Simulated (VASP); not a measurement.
# Ca4Dy (P4/mmm) in VASP: notebook

Runs on Ca4Dy. Level: PBE. Tasks: single point.

Program: VASP 6.6.1. These are calculated values, not measurements. Logs are shortened: lines on timing, memory, paths and dates and some standing lists are left out, and cuts for length are marked.

## 1. The cell of the first run

It takes space group P4/mmm (No. 123, tetragonal). Conventional cell: a = 4.583 Å, b = 4.583 Å, c = 8.837 Å, α = 90.00°, β = 90.00°, γ = 90.00°. Within 4.3 Å of Ca (site symmetry mmm) lie 8 Ca at 3.24 to 3.57 Å. Within 4.4 Å of Ca (site symmetry 4mm) lie 5 Ca at 3.36 to 3.57 Å and 4 Dy at 3.65 Å. Dy (site symmetry 4/mmm) has 16 Ca at 3.65 to 4.98 Å and 4 Dy at 4.58 Å within 5.0 Å.

## 2. Single point, PBE (37.12 Å³/atom)

Input file INCAR:

```
ALGO = Normal
EDIFF = 1E-6
ENCUT = 500
GGA = PE
GGA_COMPAT = False
ISIF = 2
ISMEAR = 0
LASPH = True
LCHARG = False
LMAXMIX = 6
LREAL = False
LWAVE = False
NBANDS = 32
NELM = 200
PREC = Accurate
SIGMA = 0.1
```

Input file KPOINTS:

```
k-points
0
Gamma
  8 8 4
```

Input file POSCAR:

```
Ca4Dy
1.0
    4.5829140562      0.0000000000      0.0000000000
    0.0000000000      4.5829140562      0.0000000000
    0.0000000000      0.0000000000      8.8369131148
Ca Dy
4 1
Direct
    0.0000000000      0.5000000000      0.5000000000
    0.5000000000      0.0000000000      0.5000000000
    0.0000000000      0.0000000000      0.1898739162
    0.0000000000      0.0000000000      0.8101260838
    0.5000000000      0.5000000000      0.0000000000
```

Potentials or basis: VASP PAW PBE potentials, release 64 (Ca_sv, Dy_3), 4f in core.

On the command line:

```
cat potpaw_PBE.64/Ca_sv/POTCAR potpaw_PBE.64/Dy_3/POTCAR > POTCAR
mpirun -np 1 vasp_std > vasp.out
```

OUTCAR:

```text
EDIFF = 1E-6
   ENCUT = 500
   GGA = PE
   ISIF = 2
   ISMEAR = 0
   LASPH = True
   LREAL = False
   NELM = 200
   PREC = Accurate

 ion  position               nearest neighbor table
   1  0.000  0.500  0.500-
   2  0.500  0.000  0.500-
   3  0.000  0.000  0.190-
   4  0.000  0.000  0.810-
   5  0.500  0.500  0.000-

  LATTYP: Found a simple tetragonal cell.
 ALAT       =     4.5829140562
 C/A-ratio  =     1.9282301624

  Lattice vectors:

 A1 = (   4.5829140562,   0.0000000000,   0.0000000000)
 A2 = (   0.0000000000,   4.5829140562,   0.0000000000)
 A3 = (   0.0000000000,   0.0000000000,   8.8369131148)

Analysis of symmetry for initial positions (statically):
=====================================================================
 Subroutine PRICEL returns:
 Original cell was already a primitive cell.

 Routine SETGRP: Setting up the symmetry group for a
 simple tetragonal supercell.

 Subroutine GETGRP returns: Found 16 space group operations
 (whereof 16 operations were pure point group operations)
 out of a pool of 16 trial point group operations.

The static configuration has the point symmetry D_4h.

Analysis of symmetry for dynamics (positions and initial velocities):
=====================================================================
 Subroutine PRICEL returns:
 Original cell was already a primitive cell.

 Routine SETGRP: Setting up the symmetry group for a
 simple tetragonal supercell.

 Subroutine GETGRP returns: Found 16 space group operations
 (whereof 16 operations were pure point group operations)
 out of a pool of 16 trial point group operations.

The dynamic configuration has the point symmetry D_4h.

 Subroutine INISYM returns: Found 16 space group operations
 (whereof 16 operations are pure point group operations),
 and found     1 'primitive' translations

----------------------------------------------------------------------------------------

                                     Primitive cell

  volume of cell :     185.6026

  direct lattice vectors                    reciprocal lattice vectors
     4.582914056  0.000000000  0.000000000     0.218201779  0.000000000  0.000000000
     0.000000000  4.582914056  0.000000000     0.000000000  0.218201779  0.000000000
     0.000000000  0.000000000  8.836913115     0.000000000  0.000000000  0.113161687

  length of vectors
     4.582914056  4.582914056  8.836913115     0.218201779  0.218201779  0.113161687

  position of ions in fractional coordinates (direct lattice)
     0.000000000  0.500000000  0.500000000
     0.500000000  0.000000000  0.500000000
     0.000000000  0.000000000  0.189873916
     0.000000000  0.000000000  0.810126084
     0.500000000  0.500000000  0.000000000

  ion indices of the primitive-cell ions
   primitive index   ion index
                 1           1
                 2           2
                 3           3
                 4           4
                 5           5

----------------------------------------------------------------------------------------

 KPOINTS: k-points

Automatic generation of k-mesh.
 Grid dimensions read from file:
 generate k-points for:    8    8    4

 Generating k-lattice:

  Cartesian coordinates                     Fractional coordinates (reciprocal lattice)
     0.027275222  0.000000000  0.000000000     0.125000000  0.000000000  0.000000000
     0.000000000  0.027275222  0.000000000     0.000000000  0.125000000  0.000000000
     0.000000000  0.000000000  0.028290422     0.000000000  0.000000000  0.250000000

  Length of vectors
     0.027275222  0.027275222  0.028290422

  Shift w.r.t. Gamma in fractional coordinates (k-lattice)
     0.000000000  0.000000000  0.000000000

 Subroutine IBZKPT returns following result:
 ===========================================

 Found     45 irreducible k-points:

 Following reciprocal coordinates:
            Coordinates               Weight
  0.000000  0.000000  0.000000      1.000000
  0.125000  0.000000  0.000000      4.000000
  0.250000  0.000000  0.000000      4.000000
  0.375000  0.000000  0.000000      4.000000
  0.500000  0.000000  0.000000      2.000000
  0.125000  0.125000  0.000000      4.000000
[... 16 lines left out ...]
  0.375000  0.125000  0.250000     16.000000
  0.500000  0.125000  0.250000      8.000000
 [... further k-points ...]
   k-points           NKPTS =     45   k-points in BZ     NKDIM =     45   number of bands    NBANDS=     32
   number of dos      NEDOS =    301   number of ions     NIONS =      5
   total plane-waves  NPLWV =  82944
   dimension x,y,z NGX =    36 NGY =   36 NGZ =   64
   dimension x,y,z NGXF=    72 NGYF=   72 NGZF=  128
   ions per type =               4   1
   NGX,Y,Z   is equivalent  to a cutoff of  13.06, 13.06, 12.04 a.u.
   NGXF,Y,Z  is equivalent  to a cutoff of  26.12, 26.12, 24.08 a.u.
 SYSTEM =  unknown system
   PREC   = accura    normal or accurate (medium, high low for compatibility)
   ISTART =      0    job   : 0-new  1-cont  2-samecut
   ICHARG =      2    charge: 1-file 2-atom 10-const
   ISPIN  =      1    spin polarized calculation?
   LNONCOLLINEAR =      F non collinear calculations
   LSORBIT =      F    spin-orbit coupling
   LASPH  =      T    aspherical Exc in radial PAW
   ENCUT  =  500.0 eV  36.75 Ry    6.06 a.u.   8.36  8.36 16.11*2*pi/ulx,y,z
   NELM   =    200;   NELMIN=  2; NELMDL= -5     # of ELM steps
   EDIFF  = 0.1E-05   stopping-criterion for ELM
   LREAL  =      F    real-space projection
[... 7 lines left out ...]
   TEBEG  =    0.0;   TEEND  =   0.0 temperature during run
   PSTRESS=    0.0 pullay stress
   NELECT =      49.0000    total number of electrons
   NUPDOWN=      -1.0000    fix difference up-down
   EMIN   =  10.00;   EMAX   =-10.00  energy-range for DOS
   EFERMI =   0.00;   METHOD = LEGACY
   ISMEAR =     0;   SIGMA  =   0.10  broadening in eV -4-tet -1-fermi 0-gaus
   EFERMI_NEDOS =   21; number of points for ismear=-14 and -15
   IALGO  =     38    algorithm
   IMIX   =      4    mixing-type and parameters
     AMIX     =   0.40;   BMIX     =  1.00
     AMIX_MAG =   1.60;   BMIX_MAG =  1.00
  volume/ion in A,a.u.               =      37.12       250.50
  Fermi-wavevector in a.u.,A,eV,Ry     =   1.050217  1.984621 15.006611  1.102955
  Thomas-Fermi vector in A             =   2.185211
   LORBIT       =      0    0 simple, 1 ext, 2 COOP (PROOUT), +10 PAW based schemes
   GGA     = PE    functional components
   LHFCALC =     F    Hartree Fock is set to
   AEXX    =    0.0000 exact exchange contribution
   IVDW    =     0    specifies the selected vdW correction
   LEPSILON=     F    determine dielectric tensor
   LRPA    =     F    only Hartree local field effects (RPA)
 non-spin polarized calculation
 Gauss-broadening in eV      SIGMA  =   0.10
  energy-cutoff  :      500.00
  volume of cell :      185.60
 maximum number of plane-waves:      4792
 NGX is ok and might be reduce to    36
   NGX = 17   NGY = 17   NGZ = 33

 number of electron      48.9999999 magnetization

 Free energy of the ion-electron system (eV)
  ---------------------------------------------------
  ext. energy  EPLUGINS =         0.00000000
  ---------------------------------------------------
  free energy    TOTEN  =       -10.29091442 eV

  energy without entropy =      -10.26105387  energy(sigma->0) =      -10.27598414

 E-fermi :   2.3308     XC(G=0):  -8.3312

 val. band max:        2.3304954189   @ k =   0.3750   0.3750   0.2500
 cond. band min:       2.3369837492   @ k =   0.5000   0.3750   0.2500
 fundamental gap:      0.0064883303
 Fermi energy:         2.3308385152

 k-point     1 :       0.0000    0.0000    0.0000
  band No.  band energies     occupation
      1     -39.2933      2.00000
      2     -39.1972      2.00000
      3     -39.1267      2.00000
      4     -39.1121      2.00000
      5     -21.9581      2.00000
      6     -21.8938      2.00000
[... 24 lines left out ...]
     31       4.1720      0.00000
     32       4.1897      0.00000

 k-point     2 :       0.1250    0.0000    0.0000
  band No.  band energies     occupation
      1     -39.2895      2.00000
      2     -39.2008      2.00000
      3     -39.1267      2.00000
      4     -39.1120      2.00000
      5     -21.9582      2.00000
      6     -21.8970      2.00000
[... 24 lines left out ...]
     31       4.0071      0.00000
     32       4.0998      0.00000

 k-point     3 :       0.2500    0.0000    0.0000
  band No.  band energies     occupation
      1     -39.2790      2.00000
      2     -39.2110      2.00000
      3     -39.1267      2.00000
      4     -39.1119      2.00000
      5     -21.9586      2.00000
      6     -21.9048      2.00000
[... 24 lines left out ...]
     31       3.6385      0.00000
     32       4.0629      0.00000

 k-point     4 :       0.3750    0.0000    0.0000
  band No.  band energies     occupation
      1     -39.2632      2.00000
      2     -39.2264      2.00000
      3     -39.1267      2.00000
      4     -39.1117      2.00000
      5     -21.9590      2.00000
      6     -21.9125      2.00000
[... 24 lines left out ...]
     31       3.8578      0.00000
     32       4.1885      0.00000

 k-point     5 :       0.5000    0.0000    0.0000
  band No.  band energies     occupation
      1     -39.2453      2.00000
      2     -39.2443      2.00000
      3     -39.1266      2.00000
      4     -39.1116      2.00000
      5     -21.9591      2.00000
      6     -21.9157      2.00000
[... 584 lines left out ...]
     31       3.7763      0.00000
     32       4.2814      0.00000

 k-point    22 :       0.2500    0.1250    0.2500
  band No.  band energies     occupation
      1     -39.2762      2.00000
      2     -39.2135      2.00000
      3     -39.1273      2.00000
      4     -39.1113      2.00000
      5     -21.9583      2.00000
      6     -21.9046      2.00000
[... 24 lines left out ...]
     31       3.7237      0.00000
     32       4.1547      0.00000

 k-point    23 :       0.3750    0.1250    0.2500
  band No.  band energies     occupation
      1     -39.2617      2.00000
      2     -39.2276      2.00000
      3     -39.1272      2.00000
      4     -39.1112      2.00000
      5     -21.9584      2.00000
      6     -21.9126      2.00000
[... 24 lines left out ...]
     31       3.8112      0.00000
     32       4.2223      0.00000

 k-point    24 :       0.5000    0.1250    0.2500
  band No.  band energies     occupation
      1     -39.2450      2.00000
      2     -39.2442      2.00000
      3     -39.1271      2.00000
      4     -39.1112      2.00000
      5     -21.9584      2.00000
      6     -21.9159      2.00000
[... 24 lines left out ...]
     31       3.8129      0.00000
     32       4.1624      0.00000

 [... further k-points ...]
[... 5 lines left out ...]
  --------------------------------------------------------------------------------------
  -------------------------------------------------------------------------------------
  Total        2.2498730      2.2498730      2.2275231      0.0000000      0.0000000      0.0000000
  in kB       19.4215807     19.4215807     19.2286493      0.0000000      0.0000000      0.0000000
  external PRESSURE =      19.3572702 kB  Pullay stress =       0.0000000 kB

 VOLUME and BASIS-vectors are now :
 -----------------------------------------------------------------------------
  energy-cutoff  :      500.00
  volume of cell :      185.60
      direct lattice vectors                 reciprocal lattice vectors
     4.582914056  0.000000000  0.000000000     0.218201779  0.000000000  0.000000000
     0.000000000  4.582914056  0.000000000     0.000000000  0.218201779  0.000000000
     0.000000000  0.000000000  8.836913115     0.000000000  0.000000000  0.113161687

 POSITION                                       TOTAL-FORCE (eV/Angst)
 -----------------------------------------------------------------------------------
      0.00000      2.29146      4.41846        -0.000000     -0.000000      0.000000
      2.29146      0.00000      4.41846        -0.000000     -0.000000      0.000000
      0.00000      0.00000      1.67790         0.000000      0.000000      0.000831
      0.00000      0.00000      7.15901        -0.000000      0.000000     -0.000831
      2.29146      2.29146      0.00000        -0.000000     -0.000000      0.000000
 -----------------------------------------------------------------------------------
    total drift:                                0.000000      0.000000      0.000000

  FREE ENERGIE OF THE ION-ELECTRON SYSTEM (eV)
  ---------------------------------------------------
  free  energy   TOTEN  =       -10.2909144184 eV

  energy  without entropy=      -10.2610538678  energy(sigma->0) =      -10.27598414
```

It took 3.2 min on 1 thread of AMD EPYC 7R13 (Zen 3), shared host; peak memory 0.38 GiB.

Results:

```yaml
Free_energy: -10.2909 eV
Pressure: 1.9 GPa
Band_gap_on_the_k_mesh: zero (an odd number of electrons rules out a gap without spin polarisation)
```

Caveat: spin-orbit coupling is left out, which moves the levels of the heavy elements; the 4f electrons are frozen in the core, so they carry no moment and show no levels.

## 3. Single point, PBE (38.34 Å³/atom)

This run uses another cell than the first one, of 38.34 Å³/atom.

Input file INCAR:

```
  ALGO = Normal
  EDIFF = 1E-6
  ENCUT = 500
  GGA = PE
  GGA_COMPAT = F
  ISIF = 2
  ISMEAR = 0
  LASPH = T
  LCHARG = F
  LMAXMIX = 6
  LREAL = F
  LWAVE = F
  NBANDS = 32
  NELM = 200
  PREC = Accurate
  SIGMA = 0.1
```

KPOINTS is that of step 2.

Input file POSCAR:

```
Ca4Dy
1.0
    4.6193692928      0.0000000000      0.0000000000
    0.0000000000      4.6193692928      0.0000000000
    0.0000000000      0.0000000000      8.9847315601
Ca Dy
4 1
Direct
    0.0000000000      0.5000000000      0.5000000000
    0.5000000000      0.0000000000      0.5000000000
    0.0000000000      0.0000000000      0.1893382477
    0.0000000000      0.0000000000      0.8106617523
    0.5000000000      0.5000000000      0.0000000000
```

Potentials or basis: VASP PAW PBE potentials, release 64 (Ca_sv, Dy_3), 4f in core.

On the command line:

```
cat potpaw_PBE.64/Ca_sv/POTCAR potpaw_PBE.64/Dy_3/POTCAR > POTCAR
mpirun -np 1 vasp_std > vasp.out
```

It took 3.9 min on 1 thread of AMD EPYC 7R13 (Zen 3), shared host; peak memory 0.39 GiB.

The run converged. Its results:

* Free energy: -10.3518 eV
* Pressure: 1.2 GPa
* Largest force: 0.008 eV/Å
* Band gap on the k mesh: zero (an odd number of electrons rules out a gap without spin polarisation)

Forces on the atoms (eV/Å):
```
Ca   0.000  0.000  0.000
Ca   0.000  0.000  0.000
Ca   0.000  0.000  0.008
Ca   0.000  0.000 -0.008
Dy   0.000  0.000  0.000
```

Stress tensor (GPa, compression positive):
```
1.27 0.00 0.00
0.00 1.27 0.00
0.00 0.00 1.17
```

Levels at points of the mesh, in eV from the Fermi level:
| k point | band 22 | band 23 | band 24 | band 25 | band 26 | band 27 | band 28 | band 29 |
| --- | --- | --- | --- | --- | --- | --- | --- | --- |
| (0.00, 0.00, 0.00) | -1.69 | -0.62 | -0.51 | 0.35 | 1.00 | 1.13 | 1.13 | 1.48 |
| (0.50, 0.00, 0.00) | -1.17 | -1.01 | -0.46 | -0.31 | 0.52 | 0.97 | 1.03 | 1.17 |
| (0.50, 0.50, 0.00) | -0.50 | -0.50 | -0.10 | -0.04 | 0.21 | 0.21 | 0.24 | 0.24 |
| (0.00, 0.00, 0.50) | -0.68 | -0.45 | -0.41 | -0.16 | 1.06 | 1.14 | 1.14 | 1.28 |
| (0.50, 0.00, 0.50) | -1.63 | -1.51 | -0.28 | -0.22 | 0.51 | 0.97 | 1.01 | 1.30 |
| (0.50, 0.50, 0.50) | -0.62 | -0.62 | -0.11 | 0.04 | 0.12 | 0.12 | 0.44 | 0.74 |

Caveat: spin-orbit coupling is left out, which moves the levels of the heavy elements; the 4f electrons are frozen in the core, so they carry no moment and show no levels. Spin polarisation is off, so any magnetic state and its effect on volume and gap are missing.

## 4. Single point, PBE (39.57 Å³/atom)

This run uses another cell than the first one, of 39.57 Å³/atom.

Input file INCAR:

```
  ALGO = Normal
  EDIFF = 1E-6
  ENCUT = 500
  GGA = PE
  GGA_COMPAT = False
  ISIF = 2
  ISMEAR = 0
  LASPH = True
  LCHARG = False
  LMAXMIX = 6
  LREAL = False
  LWAVE = False
  NBANDS = 32
  NELM = 200
  PREC = Accurate
  SIGMA = 0.1
```

KPOINTS is that of step 3.

Input file POSCAR:

```
Ca4Dy
1.0
    4.6645767161      0.0000000000      0.0000000000
    0.0000000000      4.6645767161      0.0000000000
    0.0000000000      0.0000000000      9.0926374038
Ca Dy
4 1
Direct
    0.0000000000      0.5000000000      0.5000000000
    0.5000000000      0.0000000000      0.5000000000
    0.0000000000      0.0000000000      0.1889662778
    0.0000000000      0.0000000000      0.8110337222
    0.5000000000      0.5000000000      0.0000000000
```

On the command line:

```
cat potpaw_PBE.64/Ca_sv/POTCAR potpaw_PBE.64/Dy_3/POTCAR > POTCAR
mpirun -np 1 vasp_std > vasp.out
```

Wall time 4.6 min (1 thread of AMD EPYC 7R13 (Zen 3), shared host); peak memory 0.39 GiB.

Results (log left out):

```
Free energy            : -10.3877 eV
Pressure               : 0.6 GPa
Largest force          : 0.006 eV/Å
Band gap on the k mesh : zero (an odd number of electrons rules out a gap without spin polarisation)
```

Forces in eV/Å, atoms in the order of the input:
```
Ca   0.000  0.000  0.000
Ca   0.000  0.000  0.000
Ca   0.000  0.000  0.006
Ca   0.000  0.000 -0.006
Dy   0.000  0.000  0.000
```

Levels at points of the mesh, in eV from the Fermi level:
| k point | band 22 | band 23 | band 24 | band 25 | band 26 | band 27 | band 28 | band 29 |
| --- | --- | --- | --- | --- | --- | --- | --- | --- |
| (0.00, 0.00, 0.00) | -1.69 | -0.57 | -0.47 | 0.35 | 1.01 | 1.13 | 1.13 | 1.45 |
| (0.50, 0.00, 0.00) | -1.16 | -1.00 | -0.50 | -0.31 | 0.52 | 0.96 | 1.01 | 1.14 |
| (0.50, 0.50, 0.00) | -0.52 | -0.52 | -0.06 | -0.04 | 0.20 | 0.20 | 0.23 | 0.23 |
| (0.00, 0.00, 0.50) | -0.64 | -0.42 | -0.40 | -0.15 | 1.07 | 1.15 | 1.15 | 1.28 |
| (0.50, 0.00, 0.50) | -1.64 | -1.51 | -0.25 | -0.20 | 0.51 | 0.96 | 0.97 | 1.27 |
| (0.50, 0.50, 0.50) | -0.62 | -0.62 | -0.17 | 0.03 | 0.09 | 0.09 | 0.43 | 0.72 |

Caveat: spin-orbit coupling is left out, which moves the levels of the heavy elements; the 4f electrons are frozen in the core, so they carry no moment and show no levels.

## 5. The runs side by side

```csv
cell,gap on the mesh (eV),pressure (GPa),largest force (eV/Å)
"a = 4.583, b = 4.583, c = 8.837 Å, 5 atoms",none,1.9,-
"a = 4.619, b = 4.619, c = 8.985 Å, 5 atoms",none,1.2,0.01
"a = 4.665, b = 4.665, c = 9.093 Å, 5 atoms",none,0.6,0.01
```

Alike in all rows: task single point; level PBE; potentials or basis VASP PAW PBE potentials, release 64 (Ca_sv, Dy_3), 4f in core; no spin polarisation; k mesh 8 × 8 × 4; cutoff (eV) 500; smearing gaussian 0.1 eV.

Caveats: spin-orbit coupling is left out, which moves the levels of the heavy elements; the 4f electrons are frozen in the core, so they carry no moment and show no levels.

Total energies depend on the potentials used, so only differences within one code and one set of settings carry meaning.
